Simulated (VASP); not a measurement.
# Sn (Fm-3m) in VASP: single point with PBEsol

Aim: the single point of Sn with PBEsol.

All numbers are computed with VASP 6.6.1; they aren't measurements. Logs are shortened: lines on timing, memory, paths and dates and some standing lists are left out, and cuts for length are marked.

### 1 The cell of the first run

The structure is cubic, space group Fm-3m (No. 225). Conventional cell: a = 4.736 Å, b = 4.736 Å, c = 4.736 Å, α = 90.00°, β = 90.00°, γ = 90.00°. Sn (site symmetry m-3m) has 12 Sn at 3.35 Å within 4.4 Å.

### 2 Single point, PBEsol

Contents of INCAR:

```
PREC = Accurate
ENCUT = 520
EDIFF = 1E-6
ISMEAR = -1
SIGMA = 0.13605693000000002
LREAL = False
LASPH = True
NELM = 80
ALGO = Normal
ISIF = 2
LWAVE = False
LCHARG = False
GGA = PS
NBANDS = 13
```

Contents of KPOINTS:

```
Automatic mesh
0
Gamma
  12 12 12
```

Contents of POSCAR:

```
Sn
1.0
    0.0000000000      2.3678882362      2.3678882362
    2.3678882362      0.0000000000      2.3678882362
    2.3678882362      2.3678882362      0.0000000000
Sn
1
Direct
    0.0000000000      0.0000000000      0.0000000000
```

Potentials or basis: VASP PAW PBE potentials, release 64 (Sn_d).

The run is started by

```
> cat potpaw_PBE.64/Sn_d/POTCAR > POTCAR
> mpirun -np 1 vasp_std > vasp.out
```

OUTCAR:

```text
PREC = Accurate
   ENCUT = 520
   EDIFF = 1E-6
   ISMEAR = -1
   LREAL = False
   LASPH = True
   NELM = 80
   ISIF = 2
   GGA = PS

 ion  position               nearest neighbor table
   1  0.000  0.000  0.000-

  LATTYP: Found a face centered cubic cell.
 ALAT       =     4.7357764724

  Lattice vectors:

 A1 = (   0.0000000000,   2.3678882362,   2.3678882362)
 A2 = (   2.3678882362,   0.0000000000,   2.3678882362)
 A3 = (   2.3678882362,   2.3678882362,   0.0000000000)

Analysis of symmetry for initial positions (statically):
=====================================================================
 Subroutine PRICEL returns:
 Original cell was already a primitive cell.

 Routine SETGRP: Setting up the symmetry group for a
 face centered cubic supercell.

 Subroutine GETGRP returns: Found 48 space group operations
 (whereof 48 operations were pure point group operations)
 out of a pool of 48 trial point group operations.

The static configuration has the point symmetry O_h .

Analysis of symmetry for dynamics (positions and initial velocities):
=====================================================================
 Subroutine PRICEL returns:
 Original cell was already a primitive cell.

 Routine SETGRP: Setting up the symmetry group for a
 face centered cubic supercell.

 Subroutine GETGRP returns: Found 48 space group operations
 (whereof 48 operations were pure point group operations)
 out of a pool of 48 trial point group operations.

The dynamic configuration has the point symmetry O_h .

 Subroutine INISYM returns: Found 48 space group operations
 (whereof 48 operations are pure point group operations),
 and found     1 'primitive' translations

----------------------------------------------------------------------------------------

                                     Primitive cell

  volume of cell :      26.5530

  direct lattice vectors                    reciprocal lattice vectors
     0.000000000  2.367888236  2.367888236    -0.211158615  0.211158615  0.211158615
     2.367888236  0.000000000  2.367888236     0.211158615 -0.211158615  0.211158615
     2.367888236  2.367888236  0.000000000     0.211158615  0.211158615 -0.211158615

  length of vectors
     3.348699658  3.348699658  3.348699658     0.365737449  0.365737449  0.365737449

  position of ions in fractional coordinates (direct lattice)
     0.000000000  0.000000000  0.000000000

  ion indices of the primitive-cell ions
   primitive index   ion index
                 1           1

----------------------------------------------------------------------------------------

 KPOINTS: Automatic mesh

Automatic generation of k-mesh.
 Grid dimensions read from file:
 generate k-points for:   12   12   12

 Generating k-lattice:

  Cartesian coordinates                     Fractional coordinates (reciprocal lattice)
    -0.017596551  0.017596551  0.017596551     0.083333333  0.000000000  0.000000000
     0.017596551 -0.017596551  0.017596551     0.000000000  0.083333333  0.000000000
     0.017596551  0.017596551 -0.017596551     0.000000000  0.000000000  0.083333333

  Length of vectors
     0.030478121  0.030478121  0.030478121

  Shift w.r.t. Gamma in fractional coordinates (k-lattice)
     0.000000000  0.000000000  0.000000000

 Subroutine IBZKPT returns following result:
 ===========================================

 Found     72 irreducible k-points:

 Following reciprocal coordinates:
            Coordinates               Weight
  0.000000  0.000000  0.000000      1.000000
  0.083333  0.000000  0.000000      8.000000
  0.166667  0.000000  0.000000      8.000000
  0.250000  0.000000  0.000000      8.000000
  0.333333  0.000000  0.000000      8.000000
  0.416667  0.000000  0.000000      8.000000
[... 16 lines left out ...]
  0.500000  0.166667  0.000000     24.000000
 -0.416667  0.166667  0.000000     24.000000
 [... further k-points ...]
   k-points           NKPTS =     72   k-points in BZ     NKDIM =     72   number of bands    NBANDS=     13
   number of dos      NEDOS =    301   number of ions     NIONS =      1
   total plane-waves  NPLWV =  21952
   dimension x,y,z NGX =    28 NGY =   28 NGZ =   28
   dimension x,y,z NGXF=    56 NGYF=   56 NGZF=   56
   ions per type =               1
   NGX,Y,Z   is equivalent  to a cutoff of  13.90, 13.90, 13.90 a.u.
   NGXF,Y,Z  is equivalent  to a cutoff of  27.80, 27.80, 27.80 a.u.
 SYSTEM =  unknown system
   PREC   = accura    normal or accurate (medium, high low for compatibility)
   ISTART =      0    job   : 0-new  1-cont  2-samecut
   ICHARG =      2    charge: 1-file 2-atom 10-const
   ISPIN  =      1    spin polarized calculation?
   LNONCOLLINEAR =      F non collinear calculations
   LSORBIT =      F    spin-orbit coupling
   LASPH  =      T    aspherical Exc in radial PAW
   ENCUT  =  520.0 eV  38.22 Ry    6.18 a.u.   6.23  6.23  6.23*2*pi/ulx,y,z
   NELM   =     80;   NELMIN=  2; NELMDL= -5     # of ELM steps
   EDIFF  = 0.1E-05   stopping-criterion for ELM
   LREAL  =      F    real-space projection
   EDIFFG = 0.1E-04   stopping-criterion for IOM
   NSW    =      0    number of steps for IOM
   IBRION =     -1    ionic relax: 0-MD 1-quasi-New 2-CG
   NFREE  =      0    steps in history (QN), initial steepest desc. (CG)
   ISIF   =      2    stress and relaxation
   ISYM   =      2    0-nonsym 1-usesym 2-fastsym
   POTIM  = 0.5000    time-step for ionic-motion
   TEBEG  =    0.0;   TEEND  =   0.0 temperature during run
   PSTRESS=    0.0 pullay stress
   NELECT =      14.0000    total number of electrons
   NUPDOWN=      -1.0000    fix difference up-down
   EMIN   =  10.00;   EMAX   =-10.00  energy-range for DOS
   EFERMI =   0.00;   METHOD = LEGACY
   ISMEAR =    -1;   SIGMA  =   0.14  broadening in eV -4-tet -1-fermi 0-gaus
   EFERMI_NEDOS =   21; number of points for ismear=-14 and -15
   IALGO  =     38    algorithm
   IMIX   =      4    mixing-type and parameters
     AMIX     =   0.40;   BMIX     =  1.00
     AMIX_MAG =   1.60;   BMIX_MAG =  1.00
  volume/ion in A,a.u.               =      26.55       179.19
  Fermi-wavevector in a.u.,A,eV,Ry     =   1.322553  2.499262 23.798570  1.749146
  Thomas-Fermi vector in A             =   2.452225
   LORBIT       =      0    0 simple, 1 ext, 2 COOP (PROOUT), +10 PAW based schemes
   GGA     = PS    functional components
   LHFCALC =     F    Hartree Fock is set to
   AEXX    =    0.0000 exact exchange contribution
   IVDW    =     0    specifies the selected vdW correction
   LEPSILON=     F    determine dielectric tensor
   LRPA    =     F    only Hartree local field effects (RPA)
 non-spin polarized calculation
  energy-cutoff  :      520.00
  volume of cell :       26.55
 maximum number of plane-waves:       725
 NGX is ok and might be reduce to    28
   NGX = 13   NGY = 13   NGZ = 13

 number of electron      14.0000003 magnetization

 Free energy of the ion-electron system (eV)
  ---------------------------------------------------
  ext. energy  EPLUGINS =         0.00000000
  ---------------------------------------------------
  free energy    TOTEN  =        -4.24538581 eV

  energy without entropy =       -4.20786502  energy(sigma->0) =       -4.22662542

 E-fermi :   8.2508     XC(G=0): -10.6124

 val. band max:        8.1265946020   @ k =  -0.3333   0.2500   0.0000
 cond. band min:       8.2522398447   @ k =  -0.4167   0.3333   0.1667
 fundamental gap:      0.1256452427
 Fermi energy:         8.2507513870

 k-point     1 :       0.0000    0.0000    0.0000
  band No.  band energies     occupation
      1     -13.1975      2.00000
      2     -13.1975      2.00000
      3     -13.1975      2.00000
      4     -13.1126      2.00000
      5     -13.1126      2.00000
      6      -3.0588      2.00000
      7      16.1433      0.00000
      8      16.1433      0.00000
      9      16.1433      0.00000
     10      18.9106      0.00000
     11      20.2608      0.00000
     12      20.2608      0.00000
     13      20.2608      0.00000

 k-point     2 :       0.0833    0.0000    0.0000
  band No.  band energies     occupation
      1     -13.1971      2.00000
      2     -13.1913      2.00000
      3     -13.1913      2.00000
      4     -13.1127      2.00000
      5     -13.1127      2.00000
      6      -2.9128      2.00000
      7      14.6179      0.00000
      8      15.9130      0.00000
      9      15.9130      0.00000
     10      18.3760      0.00000
     11      20.6604      0.00000
     12      20.6604      0.00000
     13      21.7996      0.00000

 k-point     3 :       0.1667    0.0000    0.0000
  band No.  band energies     occupation
      1     -13.1963      2.00000
      2     -13.1792      2.00000
      3     -13.1792      2.00000
      4     -13.1084      2.00000
      5     -13.1084      2.00000
      6      -2.4742      2.00000
      7      11.9388      0.00000
      8      15.4198      0.00000
      9      15.4198      0.00000
     10      18.0938      0.00000
     11      21.3215      0.00000
     12      21.3215      0.00000
     13      21.8899      0.00000

 k-point     4 :       0.2500    0.0000    0.0000
  band No.  band energies     occupation
      1     -13.1962      2.00000
      2     -13.1753      2.00000
      3     -13.1753      2.00000
      4     -13.0896      2.00000
      5     -13.0896      2.00000
      6      -1.7430      2.00000
      7       9.2667      0.00114
      8      14.9156      0.00000
      9      14.9156      0.00000
     10      17.9537      0.00000
     11      20.5693      0.00000
     12      20.5693      0.00000
     13      20.8133      0.00000

 k-point     5 :       0.3333    0.0000    0.0000
  band No.  band energies     occupation
      1     -13.1969      2.00000
      2     -13.1807      2.00000
      3     -13.1807      2.00000
      4     -13.0612      2.00000
      5     -13.0612      2.00000
      6      -0.7288      2.00000
      7       6.8145      1.99995
      8      14.5147      0.00000
      9      14.5147      0.00000
     10      17.9495      0.00000
     11      19.7394      0.00000
     12      19.7394      0.00000
     13      19.8427      0.00000

 k-point     6 :       0.4167    0.0000    0.0000
  band No.  band energies     occupation
      1     -13.1981      2.00000
      2     -13.1872      2.00000
      3     -13.1872      2.00000
      4     -13.0378      2.00000
      5     -13.0378      2.00000
      6       0.5096      2.00000
      7       4.6984      2.00000
      8      14.2621      0.00000
      9      14.2621      0.00000
     10      18.0908      0.00000
     11      19.0983      0.00000
     12      19.2154      0.00000
     13      19.2154      0.00000

 k-point     7 :       0.5000    0.0000    0.0000
  band No.  band energies     occupation
      1     -13.1986      2.00000
      2     -13.1898      2.00000
      3     -13.1898      2.00000
      4     -13.0289      2.00000
      5     -13.0289      2.00000
      6       1.4185      2.00000
      7       3.4948      2.00000
      8      14.1761      0.00000
      9      14.1761      0.00000
     10      18.2687      0.00000
     11      18.7176      0.00000
     12      19.0379      0.00000
     13      19.0379      0.00000
[... 193 lines left out ...]
 k-point    20 :       0.2500    0.1667    0.0000
  band No.  band energies     occupation
      1     -13.2273      2.00000
      2     -13.1546      2.00000
      3     -13.1359      2.00000
      4     -13.1254      2.00000
      5     -13.0789      2.00000
      6      -1.7427      2.00000
      7      11.3117      0.00000
      8      13.0231      0.00000
      9      13.5819      0.00000
     10      16.4685      0.00000
     11      17.4825      0.00000
     12      23.6822      0.00000
     13      24.2408      0.00000

 k-point    21 :       0.3333    0.1667    0.0000
  band No.  band energies     occupation
      1     -13.2240      2.00000
      2     -13.1655      2.00000
      3     -13.1355      2.00000
      4     -13.1029      2.00000
      5     -13.0535      2.00000
      6      -0.9168      2.00000
      7       8.8151      0.03110
      8      12.6293      0.00000
      9      12.7677      0.00000
     10      16.0544      0.00000
     11      18.7197      0.00000
     12      23.1417      0.00000
     13      23.3794      0.00000

 k-point    22 :       0.4167    0.1667    0.0000
  band No.  band energies     occupation
      1     -13.2174      2.00000
      2     -13.1689      2.00000
      3     -13.1422      2.00000
      4     -13.0843      2.00000
      5     -13.0324      2.00000
      6       0.1770      2.00000
      7       6.5249      1.99999
      8      11.8843      0.00000
      9      12.5169      0.00000
     10      15.7878      0.00000
     11      20.5287      0.00000
     12      22.1603      0.00000
     13      22.8235      0.00000

 k-point    23 :       0.5000    0.1667    0.0000
  band No.  band energies     occupation
      1     -13.2113      2.00000
      2     -13.1663      2.00000
      3     -13.1491      2.00000
      4     -13.0697      2.00000
      5     -13.0266      2.00000
      6       1.4132      2.00000
      7       4.6361      2.00000
      8      11.1377      0.00000
      9      12.6978      0.00000
     10      15.8383      0.00000
     11      21.4010      0.00000
     12      21.4064      0.00000
     13      23.3182      0.00000

 k-point    24 :      -0.4167    0.1667    0.0000
  band No.  band energies     occupation
      1     -13.2036      2.00000
      2     -13.1660      2.00000
      3     -13.1525      2.00000
      4     -13.0587      2.00000
      5     -13.0395      2.00000
      6       1.7371      2.00000
      7       4.2262      2.00000
      8      10.6167      0.00000
      9      13.1672      0.00000
     10      16.1790      0.00000
     11      20.8953      0.00000
     12      21.0488      0.00000
     13      24.1118      0.00000

 [... further k-points ...]
[... 5 lines left out ...]
  --------------------------------------------------------------------------------------
  -------------------------------------------------------------------------------------
  Total       -0.0266118     -0.0266118     -0.0266118      0.0000000      0.0000000     -0.0000000
  in kB       -1.6057242     -1.6057242     -1.6057242      0.0000000      0.0000000     -0.0000000
  external PRESSURE =      -1.6057242 kB  Pullay stress =       0.0000000 kB

 VOLUME and BASIS-vectors are now :
 -----------------------------------------------------------------------------
  energy-cutoff  :      520.00
  volume of cell :       26.55
      direct lattice vectors                 reciprocal lattice vectors
     0.000000000  2.367888236  2.367888236    -0.211158615  0.211158615  0.211158615
     2.367888236  0.000000000  2.367888236     0.211158615 -0.211158615  0.211158615
     2.367888236  2.367888236  0.000000000     0.211158615  0.211158615 -0.211158615

 POSITION                                       TOTAL-FORCE (eV/Angst)
 -----------------------------------------------------------------------------------
      0.00000      0.00000      0.00000         0.000000      0.000000      0.000000
 -----------------------------------------------------------------------------------
    total drift:                               -0.000000     -0.000000     -0.000000

  FREE ENERGIE OF THE ION-ELECTRON SYSTEM (eV)
  ---------------------------------------------------
  free  energy   TOTEN  =        -4.2453858131 eV

  energy  without entropy=       -4.2078650206  energy(sigma->0) =       -4.22662542
```

Wall time 9.7 s (1 thread of Intel Xeon 6975P-C (Granite Rapids), shared host); peak memory 0.16 GiB.

What came out:

```
Free energy            : -4.2454 eV
Pressure               : -0.2 GPa
Band gap on the k mesh : zero (band 7 reaches 16.14 eV, above the bottom of band 8 at 6.25 eV)
```

Levels at points of the mesh, in eV from the Fermi level:
| k point | band 3 | band 4 | band 5 | band 6 | band 7 | band 8 | band 9 | band 10 | band 11 | band 12 |
| --- | --- | --- | --- | --- | --- | --- | --- | --- | --- | --- |
| (0.00, 0.00, 0.00) | -21.45 | -21.36 | -21.36 | -11.31 | 7.89 | 7.89 | 7.89 | 10.66 | 12.01 | 12.01 |
| (0.50, 0.00, 0.00) | -21.44 | -21.28 | -21.28 | -6.83 | -4.76 | 5.93 | 5.93 | 10.02 | 10.47 | 10.79 |
| (0.50, 0.50, 0.00) | -21.29 | -21.26 | -21.26 | -4.86 | -3.72 | 2.09 | 2.09 | 5.47 | 5.84 | 20.25 |

Caveat: the PAW data sets were made with another functional, which shifts forces and pressure a little; spin-orbit coupling is left out, which moves the levels of the heavy elements.
